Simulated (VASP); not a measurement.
# Sn3Te (Pm-3m) in VASP: further runs, part 2 of 3

VASP 6.6.1. The steps go on from the part before.

## 3. Single point, PBEsol

This run uses another cell than the first one, of 29.37 Å³/atom, 1.020 times its volume.

The input, INCAR:

```
SYSTEM = Sn3Te
PREC = Accurate
ENCUT = 520
EDIFF = 1E-7
ISMEAR = -1
SIGMA = 0.05
LREAL = .FALSE.
LASPH = .TRUE.
NELM = 80
ALGO = Normal
ISIF = 2
LWAVE = .FALSE.
LCHARG = .FALSE.
GGA = PS
NBANDS = 32
```

The input, KPOINTS:

```
regular mesh
0
G
  6 6 6
  0 0 0
```

The input, POSCAR:

```
Sn3Te
1.0
    4.8978456013      0.0000000000      0.0000000000
    0.0000000000      4.8978456013      0.0000000000
    0.0000000000      0.0000000000      4.8978456013
Te Sn
1 3
Direct
    0.0000000000      0.0000000000      0.0000000000
    0.0000000000      0.5000000000      0.5000000000
    0.5000000000      0.0000000000      0.5000000000
    0.5000000000      0.5000000000      0.0000000000
```

Potentials or basis: VASP PAW PBE potentials, release 64 (Te, Sn_d).

Run with:

```sh
> cat potpaw_PBE.64/Te/POTCAR potpaw_PBE.64/Sn_d/POTCAR > POTCAR
> mpirun -np 1 vasp_std > vasp.out
```

OUTCAR:

```text
SYSTEM = Sn3Te
   PREC = Accurate
   ENCUT = 520
   EDIFF = 1E-7
   ISMEAR = -1
   LREAL = .FALSE.
   LASPH = .TRUE.
   NELM = 80
   ISIF = 2
   GGA = PS

 ion  position               nearest neighbor table
   1  0.000  0.000  0.000-   2 3.46   3 3.46   4 3.46   2 3.46   3 3.46   2 3.46   4 3.46   2 3.46
                             3 3.46   4 3.46   3 3.46   4 3.46
   2  0.000  0.500  0.500-   1 3.46   3 3.46   4 3.46   1 3.46   4 3.46   1 3.46   3 3.46   1 3.46
                             3 3.46   4 3.46   4 3.46   3 3.46
   3  0.500  0.000  0.500-   1 3.46   2 3.46   4 3.46   1 3.46   4 3.46   2 3.46   4 3.46   4 3.46
                             1 3.46   2 3.46   1 3.46   2 3.46
   4  0.500  0.500  0.000-   1 3.46   2 3.46   3 3.46   2 3.46   3 3.46   1 3.46   3 3.46   3 3.46
                             1 3.46   2 3.46   2 3.46   1 3.46

  LATTYP: Found a simple cubic cell.
 ALAT       =     4.8978456013

  Lattice vectors:

 A1 = (   4.8978456013,   0.0000000000,   0.0000000000)
 A2 = (   0.0000000000,   4.8978456013,   0.0000000000)
 A3 = (   0.0000000000,   0.0000000000,   4.8978456013)

Analysis of symmetry for initial positions (statically):
=====================================================================
 Subroutine PRICEL returns:
 Original cell was already a primitive cell.

 Routine SETGRP: Setting up the symmetry group for a
 simple cubic supercell.

 Subroutine GETGRP returns: Found 48 space group operations
 (whereof 48 operations were pure point group operations)
 out of a pool of 48 trial point group operations.

The static configuration has the point symmetry O_h .

Analysis of symmetry for dynamics (positions and initial velocities):
=====================================================================
 Subroutine PRICEL returns:
 Original cell was already a primitive cell.

 Routine SETGRP: Setting up the symmetry group for a
[... 121 lines left out ...]
   EFERMI_NEDOS =   21; number of points for ismear=-14 and -15
   IALGO  =     38    algorithm
   IMIX   =      4    mixing-type and parameters
     AMIX     =   0.40;   BMIX     =  1.00
     AMIX_MAG =   1.60;   BMIX_MAG =  1.00
  volume/ion in A,a.u.               =      29.37       198.22
  Fermi-wavevector in a.u.,A,eV,Ry     =   1.214740  2.295527 20.076679  1.475594
  Thomas-Fermi vector in A             =   2.350150
   LORBIT       =      0    0 simple, 1 ext, 2 COOP (PROOUT), +10 PAW based schemes
   GGA     = PS    functional components
   LHFCALC =     F    Hartree Fock is set to
   AEXX    =    0.0000 exact exchange contribution
   IVDW    =     0    specifies the selected vdW correction
   LEPSILON=     F    determine dielectric tensor
   LRPA    =     F    only Hartree local field effects (RPA)
 non-spin polarized calculation
  energy-cutoff  :      520.00
  volume of cell :      117.49
 maximum number of plane-waves:      3184
   NGX = 19   NGY = 19   NGZ = 19

 number of electron      47.9999987 magnetization

 Free energy of the ion-electron system (eV)
  ---------------------------------------------------
  ext. energy  EPLUGINS =         0.00000000
  ---------------------------------------------------
  free energy    TOTEN  =       -16.03944324 eV

  energy without entropy =      -16.01591515  energy(sigma->0) =      -16.02767920

 E-fermi :   7.2440     XC(G=0): -10.1105

 val. band max:        7.2268639286   @ k =   0.1667   0.0000   0.0000
 cond. band min:       7.2732975493   @ k =   0.1667   0.0000   0.0000
 fundamental gap:      0.0464336207
 Fermi energy:         7.2440329457

 k-point     1 :       0.0000    0.0000    0.0000
  band No.  band energies     occupation
      1     -14.2877      2.00000
      2     -14.2877      2.00000
      3     -14.2877      2.00000
      4     -14.2733      2.00000
      5     -14.2733      2.00000
      6     -14.2466      2.00000
[... 689 lines left out ...]
     31      12.5627      0.00000
     32      14.8520      0.00000

------------------------ aborting loop because EDIFF is reached ----------------------------------------

  FORCE on cell =-STRESS in cart. coord.  units (eV):
  Direction    XX          YY          ZZ          XY          YZ          ZX
  --------------------------------------------------------------------------------------
  -------------------------------------------------------------------------------------
  Total       -2.3205104     -2.3205104     -2.3205104      0.0000000      0.0000000     -0.0000000
  in kB      -31.6430865    -31.6430865    -31.6430865      0.0000000      0.0000000     -0.0000000
  external PRESSURE =     -31.6430865 kB  Pullay stress =       0.0000000 kB

 VOLUME and BASIS-vectors are now :
 -----------------------------------------------------------------------------
  energy-cutoff  :      520.00
  volume of cell :      117.49
      direct lattice vectors                 reciprocal lattice vectors
     4.897845601  0.000000000  0.000000000     0.204171401  0.000000000  0.000000000
     0.000000000  4.897845601  0.000000000     0.000000000  0.204171401  0.000000000
     0.000000000  0.000000000  4.897845601     0.000000000  0.000000000  0.204171401

 POSITION                                       TOTAL-FORCE (eV/Angst)
 -----------------------------------------------------------------------------------
      0.00000      0.00000      0.00000         0.000000      0.000000      0.000000
      0.00000      2.44892      2.44892         0.000000      0.000000      0.000000
      2.44892      0.00000      2.44892         0.000000      0.000000      0.000000
      2.44892      2.44892      0.00000         0.000000      0.000000      0.000000
 -----------------------------------------------------------------------------------
    total drift:                                0.000000      0.000000      0.000000

  FREE ENERGIE OF THE ION-ELECTRON SYSTEM (eV)
  ---------------------------------------------------
  free  energy   TOTEN  =       -16.0394432405 eV

  energy  without entropy=      -16.0159151515  energy(sigma->0) =      -16.02767920
```

stdout:

```text
POSCAR found type information on POSCAR TeSn
 POSCAR found :  2 types and       4 ions
 scaLAPACK will be used
 -----------------------------------------------------------------------------
|                                                                             |
|                                                                             |
|     You enforced a specific xc type in the INCAR file but a different       |
|     I HOPE YOU KNOW WHAT YOU ARE DOING!                                     |
|                                                                             |
 -----------------------------------------------------------------------------

 LDA part: xc-table for (Slater+PW92), standard interpolation
 POSCAR, INCAR and KPOINTS ok, starting setup
 FFT: planning ... GRIDC
 FFT: planning ... GRID_SOFT
 FFT: planning ... GRID
 WAVECAR not read
 entering main loop
```

Run time: 51 s. Hardware: 1 thread of Intel Xeon Platinum 8259CL at 2.50GHz (Skylake/Cascade Lake), shared host; peak memory 0.23 GiB.

Results:

```
Free energy            : -16.0394 eV
Pressure               : -3.2 GPa
Band gap on the k mesh : zero (band 24 reaches 10.00 eV, above the bottom of band 25 at 6.92 eV)
```

Levels at points of the mesh, in eV from the Fermi level:
```tsv
k point	band 20	band 21	band 22	band 23	band 24	band 25	band 26	band 27	band 28	band 29
(0.00, 0.00, 0.00)	-4.11	-4.11	-4.11	0.40	0.40	0.40	1.89	1.89	1.89	4.50
(0.50, 0.00, 0.00)	-3.03	-3.03	-1.68	-1.68	-1.49	-0.32	1.77	1.99	2.31	2.31
(0.50, 0.50, 0.00)	-2.23	-1.94	-1.94	-1.89	-0.73	-0.08	-0.08	0.12	3.35	3.35
(0.50, 0.50, 0.50)	-5.07	-5.07	-5.07	-4.23	2.76	2.76	2.76	5.24	5.24	5.24
```

Caveat: the PAW data sets were made with another functional, which shifts forces and pressure a little; spin-orbit coupling is left out, which moves the levels of the heavy elements.

## 4. Single point, PBEsol

This run uses another cell than the first one, of 29.95 Å³/atom, 1.040 times its volume.

The input, INCAR:

```
SYSTEM = Sn3Te
ALGO = Normal
EDIFF = 1E-6
ENCUT = 520
GGA = PS
ISIF = 2
ISMEAR = -1
LASPH = .True.
LCHARG = .False.
LREAL = .False.
LWAVE = .False.
NBANDS = 32
NELM = 60
PREC = Accurate
SIGMA = 0.05
```

The input, KPOINTS:

```
k-points
0
Gamma
  6 6 6
  0 0 0
```

The input, POSCAR:

```
Sn3Te
1.0
    4.9296506847      0.0000000000      0.0000000000
    0.0000000000      4.9296506847      0.0000000000
    0.0000000000      0.0000000000      4.9296506847
Te Sn
1 3
Direct
    0.0000000000      0.0000000000      0.0000000000
    0.0000000000      0.5000000000      0.5000000000
    0.5000000000      0.0000000000      0.5000000000
    0.5000000000      0.5000000000      0.0000000000
```

Run with:

```sh
> cat potpaw_PBE.64/Te/POTCAR potpaw_PBE.64/Sn_d/POTCAR > POTCAR
> mpirun -np 1 vasp_std > vasp.out
```

Wall time 50 s (1 thread of Intel Xeon Platinum 8259CL at 2.50GHz (Skylake/Cascade Lake), shared host); peak memory 0.27 GiB.

Results (log left out):

```yaml
Free_energy: -15.9896 eV
Pressure: -3.8 GPa
Band_gap_on_the_k_mesh: zero (band 24 reaches 9.71 eV, above the bottom of band 25 at 6.74 eV)
```

Levels at points of the mesh, in eV from the Fermi level:
| k point | band 21 | band 22 | band 23 | band 24 | band 25 | band 26 | band 27 | band 28 |
| --- | --- | --- | --- | --- | --- | --- | --- | --- |
| (0.00, 0.00, 0.00) | -4.03 | -4.03 | 0.38 | 0.38 | 0.38 | 1.86 | 1.86 | 1.86 |
| (0.50, 0.00, 0.00) | -2.97 | -1.64 | -1.64 | -1.47 | -0.29 | 1.69 | 1.89 | 2.26 |
| (0.50, 0.50, 0.00) | -1.95 | -1.95 | -1.87 | -0.75 | -0.06 | -0.06 | 0.13 | 3.27 |
| (0.50, 0.50, 0.50) | -4.97 | -4.97 | -4.14 | 2.68 | 2.68 | 2.68 | 5.13 | 5.13 |

Caveat: the PAW data sets were made with another functional, which shifts forces and pressure a little; spin-orbit coupling is left out, which moves the levels of the heavy elements.

## 5. Single point, PBEsol

This run uses another cell than the first one, of 30.53 Å³/atom, 1.060 times its volume.

The input, INCAR:

```
PREC = Accurate
ENCUT = 520
EDIFF = 1E-7
ISMEAR = -1
SIGMA = 0.05
LREAL = F
LASPH = T
NELM = 80
ALGO = Normal
ISIF = 2
LWAVE = F
LCHARG = T
GGA = PS
LELF = T
LVHAR = T
NBANDS = 32
```

The input, KPOINTS:

```
regular mesh
0
Gamma
  6 6 6
```

The input, POSCAR:

```
Sn3Te
1.0
    4.9610505803      0.0000000000      0.0000000000
    0.0000000000      4.9610505803      0.0000000000
    0.0000000000      0.0000000000      4.9610505803
Te Sn
1 3
Direct
    0.0000000000      0.0000000000      0.0000000000
    0.0000000000      0.5000000000      0.5000000000
    0.5000000000      0.0000000000      0.5000000000
    0.5000000000      0.5000000000      0.0000000000
```

Run with:

```sh
> cat potpaw_PBE.64/Te/POTCAR potpaw_PBE.64/Sn_d/POTCAR > POTCAR
> mpirun -np 1 vasp_std > vasp.out
```

Wall time 59 s (1 thread of Intel Xeon Platinum 8259CL at 2.50GHz (Skylake/Cascade Lake), shared host); peak memory 0.27 GiB.

The run converged. Its results:

```
Free energy            : -15.9305 eV
Pressure               : -4.5 GPa
Band gap on the k mesh : zero (band 24 reaches 9.42 eV, above the bottom of band 25 at 6.53 eV)
```

Levels at points of the mesh, in eV from the Fermi level:
| k point | band 20 | band 21 | band 22 | band 23 | band 24 | band 25 | band 26 | band 27 | band 28 | band 29 |
| --- | --- | --- | --- | --- | --- | --- | --- | --- | --- | --- |
| (0.00, 0.00, 0.00) | -3.95 | -3.95 | -3.95 | 0.37 | 0.37 | 0.37 | 1.83 | 1.83 | 1.83 | 4.43 |
| (0.50, 0.00, 0.00) | -2.92 | -2.92 | -1.60 | -1.60 | -1.45 | -0.26 | 1.62 | 1.80 | 2.21 | 2.21 |
| (0.50, 0.50, 0.00) | -2.16 | -1.96 | -1.96 | -1.85 | -0.77 | -0.05 | -0.05 | 0.13 | 3.18 | 3.18 |
| (0.50, 0.50, 0.50) | -4.88 | -4.88 | -4.88 | -4.06 | 2.60 | 2.60 | 2.60 | 5.02 | 5.02 | 5.02 |

Caveat: the PAW data sets were made with another functional, which shifts forces and pressure a little; spin-orbit coupling is left out, which moves the levels of the heavy elements.

[end of part 2 of 3]
